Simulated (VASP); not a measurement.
# Si (P1) in VASP: single point with PBE

Aim: the single point of Si with PBE.

Program: VASP 6.6.1. These are calculated values, not measurements. Logs are shortened: lines on timing, memory, paths and dates and some standing lists are left out, and cuts for length are marked.

### Step 1. The cell of the first run

The typed cell holds 16 atoms: a = 7.681 Å, b = 7.681 Å, c = 7.681 Å, α = 60.00°, β = 60.00°, γ = 60.00°.

### Step 2. Single point, PBE

File INCAR:

```
ALGO     = Normal         # electronic algorithm
EDIFF    = 1E-6           # SCF threshold, eV
ENCUT    = 400            # plane-wave cutoff, eV
GGA      = PE             # functional
GGA_COMPAT= False        
ISIF     = 2              # what is computed and relaxed
ISMEAR   = -1             # smearing method
ISYM     = -1           
LASPH    = True           # aspherical terms in the spheres
LCHARG   = True           # write CHGCAR
LELF     = True           # ELF
LREAL    = Auto         
LVHAR    = True         
LWAVE    = False          # write WAVECAR
NBANDS   = 46             # bands
NELM     = 120            # most SCF steps
PREC     = Accurate       # precision mode
SIGMA    = 0.02           # smearing width, eV
```

File KPOINTS:

```
explicit points
4
Reciprocal
  0.25000000   0.25000000   0.25000000 2
  0.25000000   0.25000000   0.75000000 2
  0.25000000   0.75000000   0.25000000 2
  0.25000000   0.75000000   0.75000000 2
```

File POSCAR:

```
Si
1.0
   -5.4309400000      5.4309400000      0.0000000000
   -5.4309400000      0.0000000000      5.4309400000
    0.0000000000      5.4309400000      5.4309400000
Si
16
Direct
    0.7400164612      0.7626543471      0.7397271927
    0.2509475339      0.7453805419      0.7477906219
    0.7510769775      0.2529068633      0.7558295617
    0.7570334049      0.7475041153      0.2436662898
    0.2371977963      0.2564189625      0.7602376384
    0.2564593790      0.7436194287      0.2385182860
    0.7524552840      0.2527377397      0.2556803242
    0.2563230306      0.2388671206      0.2623070776
    0.6324791841      0.6250734679      0.1098847529
    0.1321046633      0.6134187636      0.1217768011
    0.6349249854      0.1223109627      0.1384109381
    0.6236889931      0.6251771332      0.6134215256
    0.1331890980      0.1193454540      0.1253199262
    0.1072656851      0.6289952568      0.6278330271
    0.6102120443      0.1424646562      0.6285751638
    0.1246259395      0.1231250944      0.6310207809
```

Potentials or basis: VASP PAW PBE potentials, release 64 (Si).

Launch:

```sh
$ cat potpaw_PBE.64/Si/POTCAR > POTCAR
$ mpirun -np 1 vasp_std > vasp.out
```

OUTCAR:

```text
EDIFF = 1E-6
   ENCUT = 400
   GGA = PE
   ISIF = 2
   ISMEAR = -1
   ISYM = -1
   LASPH = True
   LREAL = Auto
   NELM = 120
   PREC = Accurate

 ion  position               nearest neighbor table
   1  0.740  0.763  0.740-  14 2.30   9 2.32  15 2.38  12 2.39
   2  0.251  0.745  0.748-  12 2.34  10 2.35  16 2.37  14 2.39
   3  0.751  0.253  0.756-  12 2.34  16 2.34  15 2.38  11 2.40
   4  0.757  0.748  0.244-  12 2.32  10 2.35  11 2.36   9 2.39
   5  0.237  0.256  0.760-  13 2.29  14 2.34  15 2.34  16 2.35
   6  0.256  0.744  0.239-  10 2.33  13 2.36   9 2.36  14 2.45
[... 8 lines left out ...]
  15  0.610  0.142  0.629-   5 2.34   7 2.34   3 2.38   1 2.38
  16  0.125  0.123  0.631-   8 2.31   3 2.34   5 2.35   2 2.37

IMPORTANT INFORMATION: All symmetrisations will be switched off!
NOSYMM: (Re-)initialisation of all symmetry stuff for point group C_1.

----------------------------------------------------------------------------------------

                                     Primitive cell

  volume of cell :     320.3723

  direct lattice vectors                    reciprocal lattice vectors
    -5.430940000  5.430940000  0.000000000    -0.092065094  0.092065094 -0.092065094
    -5.430940000  0.000000000  5.430940000    -0.092065094 -0.092065094  0.092065094
     0.000000000  5.430940000  5.430940000     0.092065094  0.092065094  0.092065094

  length of vectors
     7.680509004  7.680509004  7.680509004     0.159461420  0.159461420  0.159461420

  position of ions in fractional coordinates (direct lattice)
     0.740016461  0.762654347  0.739727193
     0.250947534  0.745380542  0.747790622
     0.751076977  0.252906863  0.755829562
     0.757033405  0.747504115  0.243666290
     0.237197796  0.256418962  0.760237638
     0.256459379  0.743619429  0.238518286
[... 8 lines left out ...]
     0.610212044  0.142464656  0.628575164
     0.124625939  0.123125094  0.631020781

  ion indices of the primitive-cell ions
   primitive index   ion index
                 1           1
                 2           2
                 3           3
                 4           4
                 5           5
                 6           6
[... 8 lines left out ...]
                15          15
                16          16

----------------------------------------------------------------------------------------

 KPOINTS: explicit points

Read explicit list of k-points.

 Found      4 k-points:

 Following reciprocal coordinates:
            Coordinates               Weight
  0.250000  0.250000  0.250000      0.250000
  0.250000  0.250000  0.750000      0.250000
  0.250000  0.750000  0.250000      0.250000
  0.250000  0.750000  0.750000      0.250000
   k-points           NKPTS =      4   k-points in BZ     NKDIM =      4   number of bands    NBANDS=     46
   number of dos      NEDOS =    301   number of ions     NIONS =     16
   total plane-waves  NPLWV = 125000
   dimension x,y,z NGX =    50 NGY =   50 NGZ =   50
   dimension x,y,z NGXF=   100 NGYF=  100 NGZF=  100
   ions per type =              16
   NGX,Y,Z   is equivalent  to a cutoff of  10.82, 10.82, 10.82 a.u.
   NGXF,Y,Z  is equivalent  to a cutoff of  21.65, 21.65, 21.65 a.u.
 SYSTEM =  unknown system
   PREC   = accura    normal or accurate (medium, high low for compatibility)
   ISTART =      0    job   : 0-new  1-cont  2-samecut
   ICHARG =      2    charge: 1-file 2-atom 10-const
   ISPIN  =      1    spin polarized calculation?
   LNONCOLLINEAR =      F non collinear calculations
   LSORBIT =      F    spin-orbit coupling
   LASPH  =      T    aspherical Exc in radial PAW
   ENCUT  =  400.0 eV  29.40 Ry    5.42 a.u.  12.52 12.52 12.52*2*pi/ulx,y,z
   NELM   =    120;   NELMIN=  2; NELMDL= -5     # of ELM steps
   EDIFF  = 0.1E-05   stopping-criterion for ELM
   LREAL  =      T    real-space projection
   EDIFFG = 0.1E-04   stopping-criterion for IOM
   NSW    =      0    number of steps for IOM
   IBRION =     -1    ionic relax: 0-MD 1-quasi-New 2-CG
   NFREE  =      0    steps in history (QN), initial steepest desc. (CG)
   ISIF   =      2    stress and relaxation
   ISYM   =     -1    0-nonsym 1-usesym 2-fastsym
   POTIM  = 0.5000    time-step for ionic-motion
   TEBEG  =    0.0;   TEEND  =   0.0 temperature during run
   PSTRESS=    0.0 pullay stress
   NELECT =      64.0000    total number of electrons
   NUPDOWN=      -1.0000    fix difference up-down
   EMIN   =  10.00;   EMAX   =-10.00  energy-range for DOS
   EFERMI =   0.00;   METHOD = LEGACY
   ISMEAR =    -1;   SIGMA  =   0.02  broadening in eV -4-tet -1-fermi 0-gaus
   EFERMI_NEDOS =   21; number of points for ismear=-14 and -15
   IALGO  =     38    algorithm
   IMIX   =      4    mixing-type and parameters
     AMIX     =   0.40;   BMIX     =  1.00
     AMIX_MAG =   1.60;   BMIX_MAG =  1.00
  volume/ion in A,a.u.               =      20.02       135.12
  Fermi-wavevector in a.u.,A,eV,Ry     =   0.957010  1.808487 12.461143  0.915868
  Thomas-Fermi vector in A             =   2.085990
   LORBIT       =      0    0 simple, 1 ext, 2 COOP (PROOUT), +10 PAW based schemes
   GGA     = PE    functional components
   LHFCALC =     F    Hartree Fock is set to
   AEXX    =    0.0000 exact exchange contribution
   IVDW    =     0    specifies the selected vdW correction
   LEPSILON=     F    determine dielectric tensor
   LRPA    =     F    only Hartree local field effects (RPA)
 non-spin polarized calculation
  energy-cutoff  :      400.00
  volume of cell :      320.37
 maximum number of plane-waves:      5855
 NGX is ok and might be reduce to    50
   NGX = 25   NGY = 25   NGZ = 25

 number of electron      64.0000000 magnetization

 Free energy of the ion-electron system (eV)
  ---------------------------------------------------
  ext. energy  EPLUGINS =         0.00000000
  ---------------------------------------------------
  free energy    TOTEN  =       -86.51510591 eV

  energy without entropy =      -86.51510591  energy(sigma->0) =      -86.51510591

 E-fermi :   6.0200     XC(G=0):  -9.4117

 val. band max:        5.5281146970   @ k =   0.2500   0.2500   0.2500
 cond. band min:       6.6395578014   @ k =   0.2500   0.2500   0.2500
 fundamental gap:      1.1114431044
 Fermi energy:         6.0199737819

 k-point     1 :       0.2500    0.2500    0.2500
  band No.  band energies     occupation
      1      -5.9326      2.00000
      2      -4.4523      2.00000
      3      -3.7618      2.00000
      4      -3.7222      2.00000
      5      -3.6520      2.00000
      6      -2.8810      2.00000
[... 36 lines left out ...]
     43       8.3131      0.00000
     44       8.8093      0.00000

 k-point     2 :       0.2500    0.2500    0.7500
  band No.  band energies     occupation
      1      -5.3947      2.00000
      2      -4.8893      2.00000
      3      -4.3450      2.00000
      4      -3.9526      2.00000
      5      -3.8762      2.00000
      6      -3.2141      2.00000
[... 36 lines left out ...]
     43       9.3960      0.00000
     44       9.5057      0.00000

 k-point     3 :       0.2500    0.7500    0.2500
  band No.  band energies     occupation
      1      -5.3973      2.00000
      2      -4.8884      2.00000
      3      -4.3422      2.00000
      4      -3.9576      2.00000
      5      -3.8680      2.00000
      6      -3.2252      2.00000
[... 36 lines left out ...]
     43       9.3982      0.00000
     44       9.4827      0.00000

 k-point     4 :       0.2500    0.7500    0.7500
  band No.  band energies     occupation
      1      -5.3943      2.00000
      2      -4.8903      2.00000
      3      -4.3483      2.00000
      4      -3.9428      2.00000
      5      -3.8804      2.00000
      6      -3.2241      2.00000
[... 36 lines left out ...]
     43       9.4050      0.00000
     44       9.5219      0.00000
 [bands above 44 left out]

------------------------ aborting loop because EDIFF is reached ----------------------------------------

  FORCE on cell =-STRESS in cart. coord.  units (eV):
  Direction    XX          YY          ZZ          XY          YZ          ZX
  --------------------------------------------------------------------------------------
  -------------------------------------------------------------------------------------
  Total        3.8843362      3.8029331      3.6785638      2.4826040     -2.0234733      2.7596835
  in kB       19.4255081     19.0184124     18.3964435     12.4154659    -10.1193600     13.8011363
  external PRESSURE =      18.9467880 kB  Pullay stress =       0.0000000 kB

 VOLUME and BASIS-vectors are now :
 -----------------------------------------------------------------------------
  energy-cutoff  :      400.00
  volume of cell :      320.37
      direct lattice vectors                 reciprocal lattice vectors
    -5.430940000  5.430940000  0.000000000    -0.092065094  0.092065094 -0.092065094
    -5.430940000  0.000000000  5.430940000    -0.092065094 -0.092065094  0.092065094
     0.000000000  5.430940000  5.430940000     0.092065094  0.092065094  0.092065094

 POSITION                                       TOTAL-FORCE (eV/Angst)
 -----------------------------------------------------------------------------------
     -8.16091      8.03640      8.15934         0.113906     -0.448816      0.085650
     -5.41100      5.42409      8.10932         0.154195     -0.343539     -0.011110
     -5.45258      8.18392      5.47839         0.397610      0.049621      0.057058
     -8.17105      5.43474      5.38299        -0.026923     -0.257444     -0.240915
     -2.68080      5.41701      5.52140        -0.285109     -0.329336     -0.332476
     -5.43137      2.68819      5.33393         0.235306      0.483492      0.614157
[... 8 lines left out ...]
     -4.08774      6.72778      4.18747         0.006622      0.502869     -0.189621
     -1.34552      4.10387      4.09572         0.304742      0.231589      0.028990
 -----------------------------------------------------------------------------------
    total drift:                               -0.000295     -0.005843      0.001811

  FREE ENERGIE OF THE ION-ELECTRON SYSTEM (eV)
  ---------------------------------------------------
  free  energy   TOTEN  =       -86.5151059073 eV

  energy  without entropy=      -86.5151059073  energy(sigma->0) =      -86.51510591
```

It took 95 s on 1 thread of Intel Xeon Platinum 8488C (Sapphire Rapids), shared host; peak memory 0.32 GiB.

Results:

```yaml
Free_energy: -86.5151 eV
Pressure: 1.9 GPa
Largest_force: 1.118 eV/Å
Band_gap_on_the_k_mesh: 1.11 eV
```

Forces in eV/Å, atoms in the order of the input:
```
Si   0.114 -0.449  0.086
Si   0.154 -0.344 -0.011
Si   0.398  0.050  0.057
Si  -0.027 -0.257 -0.241
Si  -0.285 -0.329 -0.332
Si   0.235  0.483  0.614
Si  -0.469  0.380 -0.026
Si  -0.298 -0.302 -0.417
Si   0.078  0.141  0.521
Si   0.056 -0.056  0.043
Si   0.312 -0.817 -0.537
Si  -0.065  0.406  0.348
Si   0.482  0.328  0.565
Si  -0.996  0.032 -0.508
Si   0.007  0.503 -0.190
Si   0.305  0.232  0.029
```

Stress tensor (GPa, compression positive):
```
 1.94  1.24  1.38
 1.24  1.90 -1.01
 1.38 -1.01  1.84
```

Levels at points of the mesh, in eV from the valence-band top:
```csv
k point,band 29,band 30,band 31,band 32,band 33,band 34,band 35,band 36
"(0.25, 0.25, 0.25)",-0.79,-0.78,-0.01,0.00,1.11,1.18,1.22,1.92
```

Caveat: the atoms stand as in a frame of molecular dynamics; a shifted mesh leaves out Γ, where band edges can lie; forces of over 1 eV/Å act on the atoms, so gaps and moduli don't describe the material at rest.
